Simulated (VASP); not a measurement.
Ga, 1 atom in the cell. It takes space group I4/mmm (No. 139, tetragonal). The conventional cell has a = 2.808 Å, b = 2.808 Å, c = 4.324 Å, α = 90.00°, β = 90.00°, γ = 90.00°. Within 3.7 Å of Ga (site symmetry 4/mmm) lie 12 Ga at 2.81 to 2.94 Å.  This cell differs from its parent crystal: zz strain of -3 %.

* Program: VASP 6.6.1
* Task: single point
* Functional: PBE
* Potentials or basis: VASP PAW PBE potentials, release 64 (Ga_d)
* Cutoff: 520 eV
* k mesh: 14 × 14 × 16
* Occupations: fermi-dirac, width 0.05 eV
* Spin: no spin polarisation
* Dipole correction: no
* Further INCAR settings: ALGO = Normal; EDIFF = 1e-06; NBANDS = 12; ISYM = 0

Potentials or basis: VASP PAW PBE potentials, release 64 (Ga_d).

The run is started by

```sh
$ cat potpaw_PBE.64/Ga_d/POTCAR > POTCAR
$ mpirun -np 1 vasp_std > vasp.out
```

Hardware: 1 thread of AMD EPYC 7R13, on a shared host.

Q: Estimate the wall time of this run.

A: It took 6.6 min on 1 thread of AMD EPYC 7R13, on a shared host, peak memory 0.38 GiB. Counts: scf iterations 10, k points 1572.
